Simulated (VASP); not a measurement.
BN, 2 atoms in the cell. It takes space group F-43m (No. 216, cubic). Conventional cell: a = 3.591 Å, b = 3.591 Å, c = 3.591 Å, α = 90.00°, β = 90.00°, γ = 90.00°. N (site symmetry -43m) has 4 B at 1.55 Å within 2.1 Å. B (site symmetry -43m) has 4 N at 1.55 Å within 2.1 Å. 

| Quantity | Value |
| --- | --- |
| Program | VASP 6.6.1 |
| Task | single point |
| Functional | PBEsol |
| Potentials or basis | VASP PAW PBE potentials, release 64 (N, B) |
| Cutoff | 520 eV |
| k mesh | 13 × 13 × 13 |
| Occupations | fermi-dirac, width 0.05 eV |
| Spin | no spin polarisation |
| Dipole correction | no |
| Further INCAR settings | ALGO = Normal; EDIFF = 1e-07; NBANDS = 11 |

Potentials or basis: VASP PAW PBE potentials, release 64 (N, B).

Command:

```sh
$ cat potpaw_PBE.64/N/POTCAR potpaw_PBE.64/B/POTCAR > POTCAR
$ mpirun -np 1 vasp_std > vasp.out
```

Hardware: 1 thread of Intel(R) Xeon(R) Platinum 8375C CPU @ 2.90GHz (Ice Lake) (shared host).

Problem. Estimate the wall time of this run.

Solution. It took 13 s on 1 thread of Intel(R) Xeon(R) Platinum 8375C CPU @ 2.90GHz (Ice Lake), with other jobs on the host, peak memory 0.12 GiB. Counts: scf iterations 12, k points 84.
